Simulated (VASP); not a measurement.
# TiC (Fm-3m) in VASP: a series of runs

The runs below take TiC through single point, with PBEsol.

All numbers are computed with VASP 6.6.1; they aren't measurements. Logs are shortened: lines on timing, memory, paths and dates and some standing lists are left out, and cuts for length are marked.

**1. The cell of the first run**

The structure is cubic, space group Fm-3m (No. 225). The conventional cell has a = 4.114 Å, b = 4.114 Å, c = 4.114 Å, α = 90.00°, β = 90.00°, γ = 90.00°. Within 2.7 Å of Ti (site symmetry m-3m) lie 6 C at 2.06 Å. C (site symmetry m-3m) has 6 Ti at 2.06 Å within 2.7 Å.

**2. Single point, PBEsol (8.71 Å³/atom)**

Contents of INCAR:

```
  ALGO = Normal
  EDIFF = 1E-7
  ENCUT = 520
  GGA = PS
  ISIF = 2
  ISMEAR = 0
  LASPH = True
  LCHARG = False
  LREAL = False
  LWAVE = False
  NBANDS = 15
  NELM = 80
  PREC = Accurate
  SIGMA = 0.1
```

Contents of KPOINTS:

```
k-points
0
Gamma
  16 16 16
```

Contents of POSCAR:

```
TiC
1.0
    0.0000000000      2.0571269942      2.0571269942
    2.0571269942      0.0000000000      2.0571269942
    2.0571269942      2.0571269942      0.0000000000
Ti C
1 1
Direct
    0.0000000000      0.0000000000      0.0000000000
    0.5000000000      0.5000000000      0.5000000000
```

Potentials or basis: VASP PAW PBE potentials, release 64 (Ti_sv, C).

Launch:

```console
$ cat potpaw_PBE.64/Ti_sv/POTCAR potpaw_PBE.64/C/POTCAR > POTCAR
$ mpirun -np 1 vasp_std > vasp.out
```

OUTCAR:

```text
EDIFF = 1E-7
   ENCUT = 520
   GGA = PS
   ISIF = 2
   ISMEAR = 0
   LASPH = True
   LREAL = False
   NELM = 80
   PREC = Accurate

 ion  position               nearest neighbor table
   1  0.000  0.000  0.000-   2 2.06   2 2.06   2 2.06   2 2.06   2 2.06   2 2.06
   2  0.500  0.500  0.500-   1 2.06   1 2.06   1 2.06   1 2.06   1 2.06   1 2.06

  LATTYP: Found a face centered cubic cell.
 ALAT       =     4.1142539884

  Lattice vectors:

 A1 = (   0.0000000000,   2.0571269942,   2.0571269942)
 A2 = (   2.0571269942,   0.0000000000,   2.0571269942)
 A3 = (   2.0571269942,   2.0571269942,   0.0000000000)

Analysis of symmetry for initial positions (statically):
=====================================================================
 Subroutine PRICEL returns:
 Original cell was already a primitive cell.

 Routine SETGRP: Setting up the symmetry group for a
 face centered cubic supercell.

 Subroutine GETGRP returns: Found 48 space group operations
 (whereof 48 operations were pure point group operations)
 out of a pool of 48 trial point group operations.

The static configuration has the point symmetry O_h .

Analysis of symmetry for dynamics (positions and initial velocities):
=====================================================================
 Subroutine PRICEL returns:
 Original cell was already a primitive cell.

 Routine SETGRP: Setting up the symmetry group for a
 face centered cubic supercell.

 Subroutine GETGRP returns: Found 48 space group operations
 (whereof 48 operations were pure point group operations)
 out of a pool of 48 trial point group operations.

The dynamic configuration has the point symmetry O_h .

 Subroutine INISYM returns: Found 48 space group operations
 (whereof 48 operations are pure point group operations),
 and found     1 'primitive' translations

----------------------------------------------------------------------------------------

                                     Primitive cell

  volume of cell :      17.4106

  direct lattice vectors                    reciprocal lattice vectors
     0.000000000  2.057126994  2.057126994    -0.243057430  0.243057430  0.243057430
     2.057126994  0.000000000  2.057126994     0.243057430 -0.243057430  0.243057430
     2.057126994  2.057126994  0.000000000     0.243057430  0.243057430 -0.243057430

  length of vectors
     2.909216895  2.909216895  2.909216895     0.420987818  0.420987818  0.420987818

  position of ions in fractional coordinates (direct lattice)
     0.000000000  0.000000000  0.000000000
     0.500000000  0.500000000  0.500000000

  ion indices of the primitive-cell ions
   primitive index   ion index
                 1           1
                 2           2

----------------------------------------------------------------------------------------

 KPOINTS: k-points

Automatic generation of k-mesh.
 Grid dimensions read from file:
 generate k-points for:   16   16   16

 Generating k-lattice:

  Cartesian coordinates                     Fractional coordinates (reciprocal lattice)
    -0.015191089  0.015191089  0.015191089     0.062500000  0.000000000  0.000000000
     0.015191089 -0.015191089  0.015191089     0.000000000  0.062500000  0.000000000
     0.015191089  0.015191089 -0.015191089     0.000000000  0.000000000  0.062500000

  Length of vectors
     0.026311739  0.026311739  0.026311739

  Shift w.r.t. Gamma in fractional coordinates (k-lattice)
     0.000000000  0.000000000  0.000000000

 Subroutine IBZKPT returns following result:
 ===========================================

 Found    145 irreducible k-points:

 Following reciprocal coordinates:
            Coordinates               Weight
  0.000000  0.000000  0.000000      1.000000
  0.062500  0.000000  0.000000      8.000000
  0.125000  0.000000  0.000000      8.000000
  0.187500  0.000000  0.000000      8.000000
  0.250000  0.000000  0.000000      8.000000
  0.312500  0.000000  0.000000      8.000000
[... 16 lines left out ...]
 -0.125000  0.062500  0.000000     24.000000
 -0.062500  0.062500  0.000000     12.000000
 [... further k-points ...]
   k-points           NKPTS =    145   k-points in BZ     NKDIM =    145   number of bands    NBANDS=     15
   number of dos      NEDOS =    301   number of ions     NIONS =      2
   total plane-waves  NPLWV =  13824
   dimension x,y,z NGX =    24 NGY =   24 NGZ =   24
   dimension x,y,z NGXF=    48 NGYF=   48 NGZF=   48
   ions per type =               1   1
   NGX,Y,Z   is equivalent  to a cutoff of  13.71, 13.71, 13.71 a.u.
   NGXF,Y,Z  is equivalent  to a cutoff of  27.43, 27.43, 27.43 a.u.
 SYSTEM =  unknown system
   PREC   = accura    normal or accurate (medium, high low for compatibility)
   ISTART =      0    job   : 0-new  1-cont  2-samecut
   ICHARG =      2    charge: 1-file 2-atom 10-const
   ISPIN  =      1    spin polarized calculation?
   LNONCOLLINEAR =      F non collinear calculations
   LSORBIT =      F    spin-orbit coupling
   LASPH  =      T    aspherical Exc in radial PAW
   ENCUT  =  520.0 eV  38.22 Ry    6.18 a.u.   5.41  5.41  5.41*2*pi/ulx,y,z
   NELM   =     80;   NELMIN=  2; NELMDL= -5     # of ELM steps
   EDIFF  = 0.1E-06   stopping-criterion for ELM
   LREAL  =      F    real-space projection
   EDIFFG = 0.1E-05   stopping-criterion for IOM
   NSW    =      0    number of steps for IOM
   IBRION =     -1    ionic relax: 0-MD 1-quasi-New 2-CG
   NFREE  =      0    steps in history (QN), initial steepest desc. (CG)
   ISIF   =      2    stress and relaxation
   ISYM   =      2    0-nonsym 1-usesym 2-fastsym
   POTIM  = 0.5000    time-step for ionic-motion
   TEBEG  =    0.0;   TEEND  =   0.0 temperature during run
   PSTRESS=    0.0 pullay stress
   NELECT =      16.0000    total number of electrons
   NUPDOWN=      -1.0000    fix difference up-down
   EMIN   =  10.00;   EMAX   =-10.00  energy-range for DOS
   EFERMI =   0.00;   METHOD = LEGACY
   ISMEAR =     0;   SIGMA  =   0.10  broadening in eV -4-tet -1-fermi 0-gaus
   EFERMI_NEDOS =   21; number of points for ismear=-14 and -15
   IALGO  =     38    algorithm
   IMIX   =      4    mixing-type and parameters
     AMIX     =   0.40;   BMIX     =  1.00
     AMIX_MAG =   1.60;   BMIX_MAG =  1.00
  volume/ion in A,a.u.               =       8.71        58.75
  Fermi-wavevector in a.u.,A,eV,Ry     =   1.591636  3.007756 34.467704  2.533305
  Thomas-Fermi vector in A             =   2.690145
   LORBIT       =      0    0 simple, 1 ext, 2 COOP (PROOUT), +10 PAW based schemes
   GGA     = PS    functional components
   LHFCALC =     F    Hartree Fock is set to
   AEXX    =    0.0000 exact exchange contribution
   IVDW    =     0    specifies the selected vdW correction
   LEPSILON=     F    determine dielectric tensor
   LRPA    =     F    only Hartree local field effects (RPA)
 non-spin polarized calculation
 Gauss-broadening in eV      SIGMA  =   0.10
  energy-cutoff  :      520.00
  volume of cell :       17.41
 maximum number of plane-waves:       489
 NGX is ok and might be reduce to    24
   NGX = 11   NGY = 11   NGZ = 11

 number of electron      16.0000003 magnetization

 Free energy of the ion-electron system (eV)
  ---------------------------------------------------
  ext. energy  EPLUGINS =         0.00000000
  ---------------------------------------------------
  free energy    TOTEN  =       -19.50521109 eV

  energy without entropy =      -19.50374528  energy(sigma->0) =      -19.50447819

 E-fermi :  11.2111     XC(G=0): -13.6794

 val. band max:       11.1817279789   @ k =   0.3750   0.3125   0.0000
 cond. band min:      11.2716592722   @ k =   0.4375   0.4375   0.0000
 fundamental gap:      0.0899312933
 Fermi energy:        11.2110901200

 k-point     1 :       0.0000    0.0000    0.0000
  band No.  band energies     occupation
      1     -44.6753      2.00000
      2     -20.6860      2.00000
      3     -20.6860      2.00000
      4     -20.6860      2.00000
      5      -1.8462      2.00000
      6      11.9123      0.00000
      7      11.9123      0.00000
      8      11.9123      0.00000
      9      13.1288      0.00000
     10      13.1288      0.00000
     11      13.1288      0.00000
     12      13.2789      0.00000
     13      13.2789      0.00000
     14      24.1170      0.00000
     15      25.7578      0.00000

 k-point     2 :       0.0625    0.0000    0.0000
  band No.  band energies     occupation
      1     -44.6698      2.00000
      2     -20.7219      2.00000
      3     -20.6890      2.00000
      4     -20.6890      2.00000
      5      -1.7370      2.00000
      6      11.4114      0.00461
      7      11.7050      0.00000
      8      11.7050      0.00000
      9      12.3759      0.00000
     10      12.3759      0.00000
     11      13.4248      0.00000
     12      14.4024      0.00000
     13      14.4024      0.00000
     14      24.2618      0.00000
     15      25.8781      0.00000

 k-point     3 :       0.1250    0.0000    0.0000
  band No.  band energies     occupation
      1     -44.6539      2.00000
      2     -20.8230      2.00000
      3     -20.6976      2.00000
      4     -20.6976      2.00000
      5      -1.4178      2.00000
      6      10.4374      2.00000
      7      10.8370      2.00000
      8      10.8370      2.00000
      9      12.4498      0.00000
     10      12.4498      0.00000
     11      13.8482      0.00000
     12      15.6727      0.00000
     13      15.6727      0.00000
     14      24.5862      0.00000
     15      26.1478      0.00000
[... 343 lines left out ...]
 k-point    23 :      -0.1250    0.0625    0.0000
  band No.  band energies     occupation
      1     -44.6422      2.00000
      2     -20.8815      2.00000
      3     -20.7304      2.00000
      4     -20.6922      2.00000
      5      -1.1812      2.00000
      6       9.9200      2.00000
      7      10.2446      2.00000
      8      10.4537      2.00000
      9      12.2984      0.00000
     10      13.0181      0.00000
     11      14.2054      0.00000
     12      15.5381      0.00000
     13      16.8316      0.00000
     14      24.7969      0.00000
     15      26.2821      0.00000

 k-point    24 :      -0.0625    0.0625    0.0000
  band No.  band energies     occupation
      1     -44.6608      2.00000
      2     -20.7712      2.00000
      3     -20.7088      2.00000
      4     -20.6872      2.00000
      5      -1.5589      2.00000
      6      10.9293      1.99993
      7      11.0815      1.93322
      8      11.1510      1.60476
      9      12.0501      0.00000
     10      12.8127      0.00000
     11      13.8172      0.00000
     12      14.5888      0.00000
     13      15.5802      0.00000
     14      24.4822      0.00000
     15      26.0432      0.00000

 [... further k-points ...]

------------------------ aborting loop because EDIFF is reached ----------------------------------------

  FORCE on cell =-STRESS in cart. coord.  units (eV):
  Direction    XX          YY          ZZ          XY          YZ          ZX
  --------------------------------------------------------------------------------------
  -------------------------------------------------------------------------------------
  Total        4.7898000      4.7898000      4.7898000      0.0000000     -0.0000000      0.0000000
  in kB      440.7726700    440.7726700    440.7726700      0.0000000     -0.0000000      0.0000000
  external PRESSURE =     440.7726700 kB  Pullay stress =       0.0000000 kB

 VOLUME and BASIS-vectors are now :
 -----------------------------------------------------------------------------
  energy-cutoff  :      520.00
  volume of cell :       17.41
      direct lattice vectors                 reciprocal lattice vectors
     0.000000000  2.057126994  2.057126994    -0.243057430  0.243057430  0.243057430
     2.057126994  0.000000000  2.057126994     0.243057430 -0.243057430  0.243057430
     2.057126994  2.057126994  0.000000000     0.243057430  0.243057430 -0.243057430

 POSITION                                       TOTAL-FORCE (eV/Angst)
 -----------------------------------------------------------------------------------
      0.00000      0.00000      0.00000         0.000000      0.000000      0.000000
      2.05713      2.05713      2.05713        -0.000000     -0.000000     -0.000000
 -----------------------------------------------------------------------------------
    total drift:                                0.000000     -0.000000     -0.000000

  FREE ENERGIE OF THE ION-ELECTRON SYSTEM (eV)
  ---------------------------------------------------
  free  energy   TOTEN  =       -19.5052110886 eV

  energy  without entropy=      -19.5037452829  energy(sigma->0) =      -19.50447819
```

It took 30 s on 1 thread of Intel Xeon 8259CL, shared host; peak memory 0.17 GiB.

Results:

```yaml
Free_energy: -19.5052 eV
Pressure: 44.1 GPa
Band_gap_on_the_k_mesh: zero (bands 8 and 9 overlap by 1.13 eV)
```

Caveat: the cell stands under pressure; the PAW data sets were made with another functional, which shifts forces and pressure a little.

(Continued in part 2 of 2.)
